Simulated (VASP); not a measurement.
# Re (R-3m) in VASP: single point with PBEsol

Aim: the single point of Re with PBEsol.

Program: VASP 6.6.1. These are calculated values, not measurements. Logs are shortened: lines on timing, memory, paths and dates and some standing lists are left out, and cuts for length are marked.

## Step 1: The cell of the first run

The typed cell holds 3 atoms: a = 2.745 Å, b = 2.745 Å, c = 6.716 Å, α = 90.00°, β = 90.00°, γ = 120.00°.

## Step 2: Single point, PBEsol

INCAR

```
PREC     = Accurate       # precision mode
ENCUT    = 600            # plane-wave cutoff, eV
EDIFF    = 1E-6           # SCF threshold, eV
ISMEAR   = -5             # smearing method
SIGMA    = 0.1            # smearing width, eV
LREAL    = F              # projectors in reciprocal space
LASPH    = T              # aspherical terms in the spheres
NELM     = 120            # most SCF steps
ALGO     = Normal         # electronic algorithm
ISIF     = 2              # what is computed and relaxed
LWAVE    = F              # write WAVECAR
LCHARG   = F              # write CHGCAR
GGA      = PS             # functional
NBANDS   = 18             # bands
GGA_COMPAT= F
```

KPOINTS

```
Automatic mesh
0
Gamma
  30 30 14
```

POSCAR

```
Re
1.0
    2.7451229527      0.0000000000      0.0000000000
   -1.3725614764      2.3773462135      0.0000000000
    0.0000000000      0.0000000000      6.7155965500
Re
3
Direct
    0.0000000000      0.0000000000      0.0000000000
    0.3333333333      0.6666666667      0.3333333333
    0.6666666667      0.3333333333      0.6666666667
```

Potentials or basis: VASP PAW PBE potentials, release 64 (Re).

Run with:

```sh
$ cat potpaw_PBE.64/Re/POTCAR > POTCAR
$ mpirun -np 1 vasp_std > vasp.out
```

OUTCAR:

```text
PREC = Accurate
   ENCUT = 600
   EDIFF = 1E-6
   ISMEAR = -5
   LREAL = F
   LASPH = T
   NELM = 120
   ISIF = 2
   GGA = PS

 ion  position               nearest neighbor table
   1  0.000  0.000  0.000-   2 2.74   3 2.74   2 2.74   3 2.74   3 2.74   2 2.74
   2  0.333  0.667  0.333-   1 2.74   1 2.74   1 2.74   3 2.74   3 2.74   3 2.74
   3  0.667  0.333  0.667-   1 2.74   1 2.74   1 2.74   2 2.74   2 2.74   2 2.74

  LATTYP: Found a hexagonal cell.
 ALAT       =     2.7451229527
 C/A-ratio  =     2.4463736837

  Lattice vectors:

 A1 = (   2.7451229527,   0.0000000000,   0.0000000000)
 A2 = (  -1.3725614764,   2.3773462135,   0.0000000000)
 A3 = (   0.0000000000,   0.0000000000,   6.7155965500)

Analysis of symmetry for initial positions (statically):
=====================================================================
 Subroutine PRICEL returns following result:

  LATTYP: Found a trigonal (rhomboedric) cell.
 ALAT       =     2.7427953525
 COS(alpha) =     0.4991510165

  Lattice vectors:

 A1 = (   1.3725614761,   0.7924487380,  -2.2385321838)
 A2 = (   0.0000000002,  -1.5848974757,  -2.2385321831)
 A3 = (  -1.3725614762,   0.7924487378,  -2.2385321831)

   3 primitive cells build up your supercell.

 Routine SETGRP: Setting up the symmetry group for a
 hexagonal supercell.

 Subroutine GETGRP returns: Found 12 space group operations
 (whereof 12 operations were pure point group operations)
 out of a pool of 24 trial point group operations.

The static configuration has the point symmetry D_3d.

Analysis of symmetry for dynamics (positions and initial velocities):
=====================================================================
 Subroutine PRICEL returns following result:

  LATTYP: Found a trigonal (rhomboedric) cell.
 ALAT       =     2.7427953525
 COS(alpha) =     0.4991510165

  Lattice vectors:

 A1 = (   1.3725614761,   0.7924487380,  -2.2385321838)
 A2 = (   0.0000000002,  -1.5848974757,  -2.2385321831)
 A3 = (  -1.3725614762,   0.7924487378,  -2.2385321831)

   3 primitive cells build up your supercell.

 Routine SETGRP: Setting up the symmetry group for a
 hexagonal supercell.

 Subroutine GETGRP returns: Found 12 space group operations
 (whereof 12 operations were pure point group operations)
 out of a pool of 24 trial point group operations.

[... 97 lines left out ...]
   LASPH  =      T    aspherical Exc in radial PAW
   ENCUT  =  600.0 eV  44.10 Ry    6.64 a.u.   5.48  5.48 13.41*2*pi/ulx,y,z
   NELM   =    120;   NELMIN=  2; NELMDL= -5     # of ELM steps
   EDIFF  = 0.1E-05   stopping-criterion for ELM
   LREAL  =      F    real-space projection
   EDIFFG = 0.1E-04   stopping-criterion for IOM
   NSW    =      0    number of steps for IOM
   IBRION =     -1    ionic relax: 0-MD 1-quasi-New 2-CG
   NFREE  =      0    steps in history (QN), initial steepest desc. (CG)
   ISIF   =      2    stress and relaxation
   ISYM   =      2    0-nonsym 1-usesym 2-fastsym
   POTIM  = 0.5000    time-step for ionic-motion
   TEBEG  =    0.0;   TEEND  =   0.0 temperature during run
   PSTRESS=    0.0 pullay stress
   NELECT =      21.0000    total number of electrons
   NUPDOWN=      -1.0000    fix difference up-down
   EMIN   =  10.00;   EMAX   =-10.00  energy-range for DOS
   EFERMI =   0.00;   METHOD = LEGACY
   ISMEAR =    -5;   SIGMA  =   0.10  broadening in eV -4-tet -1-fermi 0-gaus
   EFERMI_NEDOS =   21; number of points for ismear=-14 and -15
   IALGO  =     38    algorithm
   IMIX   =      4    mixing-type and parameters
     AMIX     =   0.40;   BMIX     =  1.00
     AMIX_MAG =   1.60;   BMIX_MAG =  1.00
  volume/ion in A,a.u.               =      14.61        98.59
  Fermi-wavevector in a.u.,A,eV,Ry     =   1.281057  2.420846 22.328603  1.641106
  Thomas-Fermi vector in A             =   2.413449
   LORBIT       =      0    0 simple, 1 ext, 2 COOP (PROOUT), +10 PAW based schemes
   GGA     = PS    functional components
   LHFCALC =     F    Hartree Fock is set to
   AEXX    =    0.0000 exact exchange contribution
   IVDW    =     0    specifies the selected vdW correction
   LEPSILON=     F    determine dielectric tensor
   LRPA    =     F    only Hartree local field effects (RPA)
 non-spin polarized calculation
 Fermi weights with tetrahedron method with Bloechl corrections
  energy-cutoff  :      600.00
  volume of cell :       43.83
 maximum number of plane-waves:      1515
 NGX is ok and might be reduce to    24
   NGX = 11   NGY = 11   NGZ = 27

 number of electron      21.0000000 magnetization

 Free energy of the ion-electron system (eV)
  ---------------------------------------------------
  ext. energy  EPLUGINS =         0.00000000
  ---------------------------------------------------
  free energy    TOTEN  =       -39.91043428 eV

  energy without entropy =      -39.91043428  energy(sigma->0) =      -39.91043428

 E-fermi :   8.0915     XC(G=0): -13.8596

 val. band max:        8.1693211162   @ k =   0.4000   0.1333   0.2143
 cond. band min:       8.0323631447   @ k =   0.2333   0.2333   0.3571
 fundamental gap:     -0.1369579715
 Fermi energy:         8.0914944074

 k-point     1 :       0.0000    0.0000    0.0000
  band No.  band energies     occupation
      1      -2.1386      2.00000
      2       0.9353      2.00000
      3       0.9353      2.00000
      4       6.0246      2.00000
      5       6.0246      2.00000
      6       6.1282      2.00000
[... 481 lines left out ...]
      5       4.7594      2.00000
      6       4.8656      2.00000
[... 10 lines left out ...]
     17      12.5592      0.00000
     18      14.1009      0.00000

 [... further k-points ...]

------------------------ aborting loop because EDIFF is reached ----------------------------------------

  FORCE on cell =-STRESS in cart. coord.  units (eV):
  Direction    XX          YY          ZZ          XY          YZ          ZX
  --------------------------------------------------------------------------------------
  -------------------------------------------------------------------------------------
  Total       -0.0650090     -0.0650090      0.0739253      0.0000000      0.0000000      0.0000000
  in kB       -2.3765404     -2.3765404      2.7024949      0.0000000      0.0000000      0.0000000
  external PRESSURE =      -0.6835287 kB  Pullay stress =       0.0000000 kB

 VOLUME and BASIS-vectors are now :
 -----------------------------------------------------------------------------
  energy-cutoff  :      600.00
  volume of cell :       43.83
      direct lattice vectors                 reciprocal lattice vectors
     2.745122953  0.000000000  0.000000000     0.364282408  0.210318546  0.000000000
    -1.372561476  2.377346214  0.000000000     0.000000000  0.420637093  0.000000000
     0.000000000  0.000000000  6.715596550     0.000000000  0.000000000  0.148907099

 POSITION                                       TOTAL-FORCE (eV/Angst)
 -----------------------------------------------------------------------------------
      0.00000      0.00000      0.00000        -0.000000      0.000000      0.000000
     -0.00000      1.58490      2.23853        -0.000000     -0.000000     -0.000000
      1.37256      0.79245      4.47706         0.000000      0.000000      0.000000
 -----------------------------------------------------------------------------------
    total drift:                               -0.000000      0.000000      0.000000

  FREE ENERGIE OF THE ION-ELECTRON SYSTEM (eV)
  ---------------------------------------------------
  free  energy   TOTEN  =       -39.9104342823 eV

  energy  without entropy=      -39.9104342823  energy(sigma->0) =      -39.91043428
```

OSZICAR:

```text
N       E                     dE             d eps       ncg     rms          rms(c)
DAV:   1     0.820837408334E+02    0.82084E+02   -0.10340E+04 79852   0.152E+03
DAV:   2    -0.320985109420E+02   -0.11418E+03   -0.10356E+03 77840   0.430E+02
DAV:   3    -0.414776794464E+02   -0.93792E+01   -0.80893E+01 68894   0.241E+02
DAV:   4    -0.421421477341E+02   -0.66447E+00   -0.62100E+00 72160   0.430E+01
DAV:   5    -0.421722312823E+02   -0.30084E-01   -0.29477E-01 70788   0.746E+00    0.550E+01
DAV:   6    -0.405059498273E+02    0.16663E+01   -0.14880E+00 71264   0.295E+01    0.228E+01
DAV:   7    -0.399315250598E+02    0.57442E+00   -0.11008E+00 72466   0.243E+01    0.704E-01
DAV:   8    -0.399118007861E+02    0.19724E-01   -0.27531E-02 74622   0.169E+00    0.234E-01
DAV:   9    -0.399104020513E+02    0.13987E-02   -0.23874E-03 75998   0.614E-01    0.571E-02
DAV:  10    -0.399104290363E+02   -0.26985E-04   -0.12632E-04 70930   0.138E-01    0.309E-02
DAV:  11    -0.399104342463E+02   -0.52100E-05   -0.15403E-05 65242   0.436E-02    0.737E-03
DAV:  12    -0.399104342823E+02   -0.36028E-07   -0.26109E-07 32108   0.161E-02
   1 F= -.39910434E+02 E0= -.39910434E+02  d E =0.000000E+00
```

stdout:

```text
POSCAR found type information on POSCAR Re
 POSCAR found :  1 types and       3 ions
 scaLAPACK will be used
 -----------------------------------------------------------------------------
|                                                                             |
[... 23 lines left out ...]
|     occupations, so forces and stress will be inaccurate. We suggest        |
|     using a different smearing scheme ISMEAR = 1 or 2 for metals in         |
|     relaxations.                                                            |
|                                                                             |
 -----------------------------------------------------------------------------
```

It took 23 min on 1 thread of Intel Xeon 8259CL, shared host; peak memory 1 GiB.

What came out:

```
Free energy : -39.9104 eV
Pressure    : -0.1 GPa
```

Stress tensor (GPa, compression positive):
```
-0.24  0.00  0.00
 0.00 -0.24  0.00
 0.00  0.00  0.27
```

Caveat: the PAW data sets were made with another functional, which shifts forces and pressure a little; spin-orbit coupling is left out, which moves the levels of the heavy elements; tetrahedron occupations give inexact forces and stress in metals.
